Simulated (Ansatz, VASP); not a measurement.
**One calculation of MgO, two programs**

```
CELL_PARAMETERS angstrom
0.00000 2.10217 2.10217
2.10217 0.00000 2.10217
2.10217 2.10217 0.00000
ATOMIC_POSITIONS crystal
Mg 0.00000 0.00000 0.00000
O 0.50000 0.50000 0.50000
```

Alike in both runs: task single point; functional PBEsol; k mesh 8 × 8 × 8; occupations gaussian, width 0.05 eV; no spin polarisation.

```csv
,VASP,Ansatz
version,VASP 6.6.1,Ansatz 0.2.0
potentials or method,"VASP PAW PBE potentials, release 64 (Mg, O)",plane waves
plane-wave cutoff (eV),600,420
valence electrons in the cell,8,16
```

Ansatz gave:

```
gap on the k mesh at the Fermi level (eV) : 4.69
pressure (GPa)                            : 1.1
```

Which values does VASP return?

gap on the k mesh at the Fermi level (eV): 4.69; pressure (GPa): 0.4.

VASP's potentials were made for PBE, not for PBEsol. VASP's potentials hold 8 valence electrons a cell and Ansatz's 16, so a difference there can come from the potentials and not from the codes.
